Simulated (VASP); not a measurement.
Runs of VASP 6.6.1 on Ta. The structure is that of space group Im-3m (No. 229), or close to it. The cells are those of the table. 

```csv
task,cell,gap on the mesh (eV),pressure (GPa)
electric field gradients,"a = 2.879 Å, angles 110.0, 110.0, 108.4°, 1 atom",none,-7.5
electric field gradients,"a = 2.821 Å, angles 109.5°, 1 atom",none,4.7
electric field gradients,"a = 2.879 Å, angles 109.5°, 1 atom",none,-7.6
electric field gradients,"a = 2.916 Å, angles 109.5°, 1 atom",none,-13.9
single point,"a = 2.879 Å, angles 110.0°, 1 atom",none,-3.7
electric field gradients,"a = 2.870 Å, angles 109.7°, 1 atom",none,(a)
single point,"a = 2.916 Å, angles 109.5°, 1 atom",none,-13.9
electric field gradients,"a = 2.860 Å, angles 109.5°, 1 atom",none,(b)
```

Alike in all rows: level PBEsol; potentials or basis VASP PAW PBE potentials, release 64 (Ta_pv); no spin polarisation; k mesh 15 × 15 × 15; cutoff (eV) 520; smearing fermi-dirac 0.05 eV.

Task: Estimate the missing entries.

Result: (a) -3.8; (b) -3.9.

Caveats: the PAW data sets were made with another functional, which shifts forces and pressure a little; spin-orbit coupling is left out, which moves the levels of the heavy elements.

A k mesh can miss the band edges, and the runs leave out spin-orbit coupling on Ta.

A gap of «none» marks levels without a gap at the run's occupations.
